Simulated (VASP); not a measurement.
Input of a VASP 6.6.1 run:

INCAR

```
SYSTEM = CaMg
PREC = Accurate ; ENCUT = 520
EDIFF = 1E-6 ; ISMEAR = 0
SIGMA = 0.15 ; LREAL = .FALSE.
LASPH = .TRUE. ; NELM = 80
ALGO = Fast ; ISIF = 2
LWAVE = .FALSE. ; LCHARG = .TRUE.
GGA = CA ; LELF = .TRUE.
LVHAR = .TRUE. ; NBANDS = 13
```

File KPOINTS:

```
regular mesh
0
G
  14 14 14
  0 0 0
```

The input POSCAR:

```
CaMg
1.0
    4.1801592284      0.0000000000      0.0000000000
    0.0000000000      4.1801592284      0.0000000000
    0.0000000000      0.0000000000      3.6375745606
Ca Mg
1 1
Direct
    0.0000000000      0.0000000000      0.0000000000
    0.5000000000      0.5000000000      0.5000000000
```

Potentials or basis: VASP PAW LDA potentials, release 64 (Ca_sv, Mg).

The run is started by

```sh
$ cat potpaw_LDA.64/Ca_sv/POTCAR potpaw_LDA.64/Mg/POTCAR > POTCAR
$ mpirun -np 1 vasp_std > vasp.out
```

Question: Predict the pressure.

Answer: -2.5 GPa.

Question: Estimate the band gap on the k mesh.

Answer: Zero (bands 6 and 7 overlap by 1.51 eV).

Stress tensor (GPa, compression positive):
```
-3.26  0.00  0.00
 0.00 -3.26  0.00
 0.00  0.00 -1.00
```
